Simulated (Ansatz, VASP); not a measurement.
**BN: VASP beside Ansatz**

The input INCAR:

```
SYSTEM = BN
PREC = Accurate
ENCUT = 520
EDIFF = 1E-6
ISMEAR = 0
SIGMA = 0.02
LREAL = .False.
LASPH = .True.
NELM = 80
ALGO = Normal
ISIF = 2
LWAVE = .False.
LCHARG = .False.
GGA = PS
IBRION = 2
NSW = 60
EDIFFG = -0.002
```

Contents of KPOINTS:

```
regular mesh
0
Gamma
  9 9 6
  0 0 0
```

Contents of POSCAR:

```
BN
1.0
    2.5659661661      0.0000000000      0.0000000000
   -1.2829830830      2.2221918851      0.0000000000
    0.0000000000      0.0000000000      4.3035180260
B N
2 2
Direct
    0.3333333333      0.6666666667     -0.0004190631
    0.6666666667      0.3333333333      0.4995809369
    0.3333333333      0.6666666667      0.3744190631
    0.6666666667      0.3333333333      0.8744190631
```

Input for Ansatz:

```yaml
crystal:
  lattice:
    - [2.5659661661, 0.0, 0.0]
    - [-1.282983083, 2.2221918851, 0.0]
    - [0.0, 0.0, 4.303518026]
  atoms:
    - { symbol: B, position: [0.3333333333, 0.6666666667, -0.0004190631] }
    - { symbol: B, position: [0.6666666667, 0.3333333333, 0.4995809369] }
    - { symbol: "N", position: [0.3333333333, 0.6666666667, 0.3744190631] }
    - { symbol: "N", position: [0.6666666667, 0.3333333333, 0.8744190631] }
basis:
  ecutwfc: 420
kpoints:
  mp_grid: { grid: [9, 9, 6] }
hamiltonian:
  xc: pbesol
  pseudopotentials: { kind: paw, azcp: { folder: soft_1 } }
scf:
  occupations: { method: gaussian, width: 0.02 }
output:
  forces: true
  stress: true
  eigenvalues: true
relax:
  adjacent_minimum: "off"
  f_tol: 0.002
  max_steps: 40
```

Change from the starting cell: strained cell.

Alike in both runs: task relaxation of the atoms; functional PBEsol; k mesh 9 × 9 × 6; occupations gaussian, width 0.02 eV; no spin polarisation.

|  | VASP | Ansatz |
| --- | --- | --- |
| version | VASP 6.6.1 | Ansatz 0.2.0 |
| potentials or method | VASP PAW PBE potentials, release 64 (B, N), cutoff 520 eV | scalar-relativistic, plane waves, PAW |
| valence electrons in the cell | 16 | 16 |

|  | VASP | Ansatz | Ansatz less VASP |
| --- | --- | --- | --- |
| gap on the k mesh at the Fermi level, each at its own relaxed structure (eV) | 5.00 | 5.02 | +0.018 |

VASP's potentials were made for PBE, not for PBEsol, and Ansatz warns of the same on its side. Ansatz's warnings: stress scf threshold loose.
